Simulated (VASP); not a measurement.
# Te (Im-3m) in VASP: a series of runs, part 2 of 2

VASP 6.6.1. Earlier steps stand in the parts before.

**4. Single point, PBEsol**

This run uses another cell than the first one, of 27.08 Å³/atom.

INCAR reads:

```
  PREC = Accurate
  ENCUT = 520
  EDIFF = 1E-6
  ISMEAR = -1
  SIGMA = 0.1
  LREAL = F
  LASPH = T
  NELM = 100
  ALGO = Normal
  ISIF = 2
  LWAVE = F
  LCHARG = F
  GGA = PS
  NBANDS = 9
```

KPOINTS reads:

```
regular mesh
0
Gamma
  15 15 15
```

POSCAR reads:

```
Te
1.0
   -1.8918508551      1.8918508551      1.8918508551
    1.8918508551     -1.8918508551      1.8918508551
    1.8918508551      1.8918508551     -1.8918508551
Te
1
Direct
    0.0000000000      0.0000000000      0.0000000000
```

Potentials or basis: VASP PAW PBE potentials, release 64 (Te).

On the command line:

```sh
cat potpaw_PBE.64/Te/POTCAR > POTCAR
mpirun -np 1 vasp_std > vasp.out
```

OUTCAR:

```text
PREC = Accurate
   ENCUT = 520
   EDIFF = 1E-6
   ISMEAR = -1
   LREAL = F
   LASPH = T
   NELM = 100
   ISIF = 2
   GGA = PS

 ion  position               nearest neighbor table
   1  0.000  0.000  0.000-

  LATTYP: Found a body centered cubic cell.
 ALAT       =     3.7837017102

  Lattice vectors:

 A1 = (  -1.8918508551,   1.8918508551,   1.8918508551)
 A2 = (   1.8918508551,  -1.8918508551,   1.8918508551)
 A3 = (   1.8918508551,   1.8918508551,  -1.8918508551)

Analysis of symmetry for initial positions (statically):
=====================================================================
 Subroutine PRICEL returns:
 Original cell was already a primitive cell.

 Routine SETGRP: Setting up the symmetry group for a
 body centered cubic supercell.

 Subroutine GETGRP returns: Found 48 space group operations
 (whereof 48 operations were pure point group operations)
 out of a pool of 48 trial point group operations.

The static configuration has the point symmetry O_h .

Analysis of symmetry for dynamics (positions and initial velocities):
=====================================================================
 Subroutine PRICEL returns:
 Original cell was already a primitive cell.

 Routine SETGRP: Setting up the symmetry group for a
 body centered cubic supercell.

 Subroutine GETGRP returns: Found 48 space group operations
 (whereof 48 operations were pure point group operations)
 out of a pool of 48 trial point group operations.

The dynamic configuration has the point symmetry O_h .

 Subroutine INISYM returns: Found 48 space group operations
 (whereof 48 operations are pure point group operations),
 and found     1 'primitive' translations

----------------------------------------------------------------------------------------

                                     Primitive cell

  volume of cell :      27.0845

  direct lattice vectors                    reciprocal lattice vectors
    -1.891850855  1.891850855  1.891850855     0.000000000  0.264291447  0.264291447
     1.891850855 -1.891850855  1.891850855     0.264291447  0.000000000  0.264291447
     1.891850855  1.891850855 -1.891850855     0.264291447  0.264291447  0.000000000

  length of vectors
     3.276781801  3.276781801  3.276781801     0.373764549  0.373764549  0.373764549

  position of ions in fractional coordinates (direct lattice)
     0.000000000  0.000000000  0.000000000

  ion indices of the primitive-cell ions
   primitive index   ion index
                 1           1

----------------------------------------------------------------------------------------

 KPOINTS: regular mesh

Automatic generation of k-mesh.
 Grid dimensions read from file:
 generate k-points for:   15   15   15

 Generating k-lattice:

  Cartesian coordinates                     Fractional coordinates (reciprocal lattice)
     0.000000000  0.017619430  0.017619430     0.066666667  0.000000000  0.000000000
     0.017619430  0.000000000  0.017619430     0.000000000  0.066666667  0.000000000
     0.017619430  0.017619430  0.000000000     0.000000000  0.000000000  0.066666667

  Length of vectors
     0.024917637  0.024917637  0.024917637

  Shift w.r.t. Gamma in fractional coordinates (k-lattice)
     0.000000000  0.000000000  0.000000000

 Subroutine IBZKPT returns following result:
 ===========================================

 Found    120 irreducible k-points:

 Following reciprocal coordinates:
            Coordinates               Weight
  0.000000  0.000000  0.000000      1.000000
  0.066667  0.000000  0.000000     12.000000
  0.133333  0.000000  0.000000     12.000000
  0.200000  0.000000  0.000000     12.000000
  0.266667  0.000000  0.000000     12.000000
  0.333333  0.000000  0.000000     12.000000
[... 16 lines left out ...]
  0.333333  0.200000  0.000000     48.000000
  0.400000  0.200000  0.000000     24.000000
 [... further k-points ...]
   k-points           NKPTS =    120   k-points in BZ     NKDIM =    120   number of bands    NBANDS=      9
   number of dos      NEDOS =    301   number of ions     NIONS =      1
   total plane-waves  NPLWV =  13824
   dimension x,y,z NGX =    24 NGY =   24 NGZ =   24
   dimension x,y,z NGXF=    48 NGYF=   48 NGZF=   48
   ions per type =               1
   NGX,Y,Z   is equivalent  to a cutoff of  12.18, 12.18, 12.18 a.u.
   NGXF,Y,Z  is equivalent  to a cutoff of  24.35, 24.35, 24.35 a.u.
 SYSTEM =  unknown system
   PREC   = accura    normal or accurate (medium, high low for compatibility)
   ISTART =      0    job   : 0-new  1-cont  2-samecut
   ICHARG =      2    charge: 1-file 2-atom 10-const
   ISPIN  =      1    spin polarized calculation?
   LNONCOLLINEAR =      F non collinear calculations
   LSORBIT =      F    spin-orbit coupling
   LASPH  =      T    aspherical Exc in radial PAW
   ENCUT  =  520.0 eV  38.22 Ry    6.18 a.u.   6.09  6.09  6.09*2*pi/ulx,y,z
   NELM   =    100;   NELMIN=  2; NELMDL= -5     # of ELM steps
   EDIFF  = 0.1E-05   stopping-criterion for ELM
   LREAL  =      F    real-space projection
   EDIFFG = 0.1E-04   stopping-criterion for IOM
   NSW    =      0    number of steps for IOM
   IBRION =     -1    ionic relax: 0-MD 1-quasi-New 2-CG
   NFREE  =      0    steps in history (QN), initial steepest desc. (CG)
   ISIF   =      2    stress and relaxation
   ISYM   =      2    0-nonsym 1-usesym 2-fastsym
   POTIM  = 0.5000    time-step for ionic-motion
   TEBEG  =    0.0;   TEEND  =   0.0 temperature during run
   PSTRESS=    0.0 pullay stress
   NELECT =       6.0000    total number of electrons
   NUPDOWN=      -1.0000    fix difference up-down
   EMIN   =  10.00;   EMAX   =-10.00  energy-range for DOS
   EFERMI =   0.00;   METHOD = LEGACY
   ISMEAR =    -1;   SIGMA  =   0.10  broadening in eV -4-tet -1-fermi 0-gaus
   EFERMI_NEDOS =   21; number of points for ismear=-14 and -15
   IALGO  =     38    algorithm
   IMIX   =      4    mixing-type and parameters
     AMIX     =   0.40;   BMIX     =  1.00
     AMIX_MAG =   1.60;   BMIX_MAG =  1.00
  volume/ion in A,a.u.               =      27.08       182.78
  Fermi-wavevector in a.u.,A,eV,Ry     =   0.990570  1.871905 13.350421  0.981228
  Thomas-Fermi vector in A             =   2.122249
   LORBIT       =      0    0 simple, 1 ext, 2 COOP (PROOUT), +10 PAW based schemes
   GGA     = PS    functional components
   LHFCALC =     F    Hartree Fock is set to
   AEXX    =    0.0000 exact exchange contribution
   IVDW    =     0    specifies the selected vdW correction
   LEPSILON=     F    determine dielectric tensor
   LRPA    =     F    only Hartree local field effects (RPA)
 non-spin polarized calculation
  energy-cutoff  :      520.00
  volume of cell :       27.08
 maximum number of plane-waves:       740
   NGX = 13   NGY = 13   NGZ = 13

 number of electron       5.9999999 magnetization

 Free energy of the ion-electron system (eV)
  ---------------------------------------------------
  ext. energy  EPLUGINS =         0.00000000
  ---------------------------------------------------
  free energy    TOTEN  =        -3.30700669 eV

  energy without entropy =       -3.27617652  energy(sigma->0) =       -3.29159160

 E-fermi :   8.4432     XC(G=0): -10.4112

 val. band max:        8.4370070328   @ k =  -0.2667   0.3333   0.0667
 cond. band min:       8.4651114475   @ k =  -0.4000   0.4000   0.0667
 fundamental gap:      0.0281044148
 Fermi energy:         8.4431832266

 k-point     1 :       0.0000    0.0000    0.0000
  band No.  band energies     occupation
      1      -5.8737      2.00000
      2      11.6698      0.00000
      3      11.6698      0.00000
      4      11.6698      0.00000
      5      18.4275      0.00000
      6      18.4275      0.00000
      7      18.4275      0.00000
      8      18.7507      0.00000
      9      20.2798      0.00000

 k-point     2 :       0.0667    0.0000    0.0000
  band No.  band energies     occupation
      1      -5.7881      2.00000
      2      11.0447      0.00000
      3      11.4415      0.00000
      4      11.6218      0.00000
      5      17.9237      0.00000
      6      17.9334      0.00000
      7      18.7944      0.00000
      8      19.2505      0.00000
      9      19.6990      0.00000
[... 253 lines left out ...]
 k-point    24 :       0.4000    0.2000    0.0000
  band No.  band energies     occupation
      1      -2.2139      2.00000
      2       2.7431      2.00000
      3       5.8888      2.00000
      4       9.5197      0.00004
      5      15.4121      0.00000
      6      17.9969      0.00000
      7      20.3761      0.00000
      8      20.5232      0.00000
      9      26.0666      0.00000

 [... further k-points ...]
[... 5 lines left out ...]
  --------------------------------------------------------------------------------------
  -------------------------------------------------------------------------------------
  Total       -0.0032704     -0.0032704     -0.0032704     -0.0000000      0.0000000      0.0000000
  in kB       -0.1934627     -0.1934627     -0.1934627     -0.0000000      0.0000000      0.0000000
  external PRESSURE =      -0.1934627 kB  Pullay stress =       0.0000000 kB

 VOLUME and BASIS-vectors are now :
 -----------------------------------------------------------------------------
  energy-cutoff  :      520.00
  volume of cell :       27.08
      direct lattice vectors                 reciprocal lattice vectors
    -1.891850855  1.891850855  1.891850855     0.000000000  0.264291447  0.264291447
     1.891850855 -1.891850855  1.891850855     0.264291447  0.000000000  0.264291447
     1.891850855  1.891850855 -1.891850855     0.264291447  0.264291447  0.000000000

 POSITION                                       TOTAL-FORCE (eV/Angst)
 -----------------------------------------------------------------------------------
      0.00000      0.00000      0.00000         0.000000     -0.000000      0.000000
 -----------------------------------------------------------------------------------
    total drift:                                0.000000     -0.000000      0.000000

  FREE ENERGIE OF THE ION-ELECTRON SYSTEM (eV)
  ---------------------------------------------------
  free  energy   TOTEN  =        -3.3070066886 eV

  energy  without entropy=       -3.2761765156  energy(sigma->0) =       -3.29159160
```

OSZICAR:

```text
N       E                     dE             d eps       ncg     rms          rms(c)
DAV:   1     0.962019234578E+01    0.96202E+01   -0.24187E+03  2168   0.521E+02
DAV:   2    -0.300062435296E+01   -0.12621E+02   -0.12211E+02  2973   0.688E+01
DAV:   3    -0.330836058539E+01   -0.30774E+00   -0.30377E+00  2662   0.103E+01
DAV:   4    -0.330995935946E+01   -0.15988E-02   -0.15984E-02  2998   0.897E-01
DAV:   5    -0.330997023535E+01   -0.10876E-04   -0.10876E-04  2708   0.579E-02    0.734E+00
DAV:   6    -0.330781999502E+01    0.21502E-02   -0.21813E-03  2500   0.225E-01    0.449E+00
DAV:   7    -0.330703211634E+01    0.78788E-03   -0.46352E-03  2464   0.323E-01    0.173E-01
DAV:   8    -0.330700768246E+01    0.24434E-04   -0.14659E-04  2359   0.738E-02    0.331E-02
DAV:   9    -0.330700668860E+01    0.99386E-06   -0.38492E-06  2973   0.129E-02
   1 F= -.33070067E+01 E0= -.32915916E+01  d E =-.308302E-01
```

Run time: 9.5 s. Hardware: 1 thread of Intel Xeon Platinum 8259CL at 2.50GHz (Skylake/Cascade Lake), shared host; peak memory 0.15 GiB.

What came out:

```
Free energy            : -3.3070 eV
Pressure               : 0.0 GPa
Band gap on the k mesh : zero (bands 3 and 4 overlap by 6.33 eV)
```

Caveat: the PAW data sets were made with another functional, which shifts forces and pressure a little; spin-orbit coupling is left out, which moves the levels of the heavy elements.

**5. Relaxation of cell and atoms, PBEsol, target pressure 20 GPa, at which the enthalpy is minimised**

INCAR reads:

```
PREC = Accurate ; ENCUT = 600
EDIFF = 1E-6 ; ISMEAR = -1
SIGMA = 0.1 ; LREAL = False
LASPH = True ; NELM = 60
ALGO = Normal ; ISIF = 3
LWAVE = False ; LCHARG = False
GGA = PS ; IBRION = 2
NSW = 32 ; EDIFFG = -0.005
PSTRESS = 200.0
```

KPOINTS is that of step 4.

POSCAR reads:

```
Te
1.0
   -1.7718794827      1.7718794827      1.7718794827
    1.7718794827     -1.7718794827      1.7718794827
    1.7718794827      1.7718794827     -1.7718794827
Te
1
Direct
    0.0000000000      0.0000000000      0.0000000000
```

On the command line:

```sh
cat potpaw_PBE.64/Te/POTCAR > POTCAR
mpirun -np 1 vasp_std > vasp.out
```

Run time: 27 s. Hardware: 1 thread of Intel Xeon Platinum 8259CL at 2.50GHz (Skylake/Cascade Lake), shared host; peak memory 0.17 GiB.

It converged, with:

```
Free energy                                                : -3.0578 eV
Relaxed volume                                             : 22.27 Å³/atom
Relaxed cell                                               : a = 3.070 Å, b = 3.070 Å, c = 3.070 Å, α = 109.47°, β = 109.47°, γ = 109.47°
Space group after relaxing (to 0.1 Å)                      : Im-3m (No. 229)
Energy change on relaxing (the run minimises the enthalpy) : -2.5 meV/atom
Ionic steps                                                : 3
Pressure after relaxing                                    : 20.0 GPa
Band gap on the k mesh                                     : zero (bands 3 and 4 overlap by 8.37 eV)
```

Step by step:
```
step  energy change (eV)  largest force (eV/Å)  pressure (GPa)  volume (Å³)
   1              0.0000                0.0000           20.15        22.25
   2             -0.0085                0.0000           19.69        22.32
   3             -0.0025                0.0000           20.01        22.27
```

Final structure:
```yaml
crystal:
  lattice:
    - [-1.77242, 1.77242, 1.77242]
    - [1.77242, -1.77242, 1.77242]
    - [1.77242, 1.77242, -1.77242]
  atoms:
    - { symbol: Te, position: [0.00000, 0.00000, 0.00000] }
```

Levels at points of the mesh, in eV from the Fermi level:
| k point | band 1 | band 2 | band 3 | band 4 | band 5 | band 6 | band 7 |
| --- | --- | --- | --- | --- | --- | --- | --- |
| (0.00, 0.00, 0.00) | -16.24 | 4.43 | 4.43 | 4.43 | 10.44 | 10.44 | 10.44 |

Caveat: the cell is relaxed towards a set pressure, so the run minimises the enthalpy, not the energy; the PAW data sets were made with another functional, which shifts forces and pressure a little; spin-orbit coupling is left out, which moves the levels of the heavy elements.

**6. Relaxation of cell and atoms, PBEsol, target pressure 20 GPa, at which the enthalpy is minimised**

INCAR reads:

```
ALGO = Normal ; EDIFF = 1E-6
EDIFFG = -0.005 ; ENCUT = 600
GGA = PS ; IBRION = 2
ISIF = 3 ; ISMEAR = -1
LASPH = True ; LCHARG = False
LREAL = False ; LWAVE = False
NELM = 80 ; NSW = 60
PREC = Accurate ; PSTRESS = 200.0
SIGMA = 0.1
```

KPOINTS reads:

```
k-points
0
Gamma
  15 15 15
```

POSCAR reads:

```
Te
1.0
   -1.7729106167      1.7729106167      1.7729106167
    1.7729106167     -1.7729106167      1.7729106167
    1.7729106167      1.7729106167     -1.7729106167
Te
1
Direct
    0.0000000000      0.0000000000      0.0000000000
```

Potentials or basis: VASP PAW PBE potentials, release 64 (Te).

On the command line:

```sh
cat potpaw_PBE.64/Te/POTCAR > POTCAR
mpirun -np 1 vasp_std > vasp.out
```

Run time: 27 s. Hardware: 1 thread of Intel Xeon Platinum 8259CL at 2.50GHz (Skylake/Cascade Lake), shared host; peak memory 0.17 GiB.

It converged, with:

```
Free energy                                                : -3.0581 eV
Relaxed volume                                             : 22.27 Å³/atom
Relaxed cell                                               : a = 3.070 Å, b = 3.070 Å, c = 3.070 Å, α = 109.47°, β = 109.47°, γ = 109.47°
Space group after relaxing (to 0.1 Å)                      : Im-3m (No. 229)
Energy change on relaxing (the run minimises the enthalpy) : +2.1 meV/atom
Ionic steps                                                : 3
Pressure after relaxing                                    : 20.0 GPa
Band gap on the k mesh                                     : zero (bands 3 and 4 overlap by 8.37 eV)
```

The path:
```csv
step,energy change (eV),largest force (eV/Å),pressure (GPa),volume (Å³)
1,0.0000,0.0000,19.89,22.29
2,0.0061,0.0000,20.21,22.24
3,0.0021,0.0000,20.00,22.27
```

Final structure:
```yaml
crystal:
  lattice:
    - [-1.77247, 1.77247, 1.77247]
    - [1.77247, -1.77247, 1.77247]
    - [1.77247, 1.77247, -1.77247]
  atoms:
    - { symbol: Te, position: [0.00000, 0.00000, 0.00000] }
```

Levels at points of the mesh, in eV from the Fermi level:
```csv
k point,band 1,band 2,band 3,band 4,band 5,band 6,band 7
"(0.00, 0.00, 0.00)",-16.24,4.43,4.43,4.43,10.44,10.44,10.44
```

Caveat: the cell is relaxed towards a set pressure, so the run minimises the enthalpy, not the energy; the PAW data sets were made with another functional, which shifts forces and pressure a little; spin-orbit coupling is left out, which moves the levels of the heavy elements.

**7. Overview**

```csv
task,cell,cutoff (eV),gap on the mesh (eV),pressure (GPa)
single point,"a = 3.069 Å, angles 109.5°, 1 atom",520,none,20.2
single point,"a = 3.277 Å, angles 109.5°, 1 atom",520,none,0.0
relaxation of cell and atoms,"relaxed to 20 GPa from a = 3.069 Å, angles 109.5°, 1 atom",600,none,20.0
relaxation of cell and atoms,"relaxed to 20 GPa from a = 3.071 Å, angles 109.5°, 1 atom",600,none,20.0
```

Alike in all rows: level PBEsol; potentials or basis VASP PAW PBE potentials, release 64 (Te); no spin polarisation; k mesh 15 × 15 × 15; smearing fermi-dirac 0.1 eV.

Caveats: the PAW data sets were made with another functional, which shifts forces and pressure a little; spin-orbit coupling is left out, which moves the levels of the heavy elements; the cell is relaxed towards a set pressure, so the run minimises the enthalpy, not the energy (at least some runs); the cell stands under pressure (at least some runs).

Absolute energies hang on the potentials; compare differences alone.

The gap in the log of VASP goes by the Fermi energy; the results here count the filled bands.